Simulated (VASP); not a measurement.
Here is a VASP 6.6.1 calculation.

The input INCAR:

```
SYSTEM = Be
PREC = Accurate
ENCUT = 520
EDIFF = 1E-6
ISMEAR = -1
SIGMA = 0.13605693000000002
LREAL = .FALSE.
LASPH = .TRUE.
NELM = 80
ALGO = Normal
ISIF = 2
LWAVE = .FALSE.
LCHARG = .FALSE.
GGA = PE
NBANDS = 9
```

The input KPOINTS:

```
regular mesh
0
G
  9 9 9
  0 0 0
```

File POSCAR:

```
Be
1.0
    0.0000000000      2.4520460487      2.4520460487
    2.4520460487      0.0000000000      2.4520460487
    2.4520460487      2.4520460487      0.0000000000
Be
2
Direct
    0.0000000000      0.0000000000      0.0000000000
    0.2500000000      0.2500000000      0.2500000000
```

Potentials or basis: VASP PAW PBE potentials, release 64 (Be).

Launch:

```bash
$ cat potpaw_PBE.64/Be/POTCAR > POTCAR
$ mpirun -np 1 vasp_std > vasp.out
```

Question: What does it give for the pressure?

Answer: -0.1 GPa.

Question: Predict the band gap on the k mesh.

Answer: Zero (band 2 reaches 6.51 eV, above the bottom of band 3 at 0.51 eV).
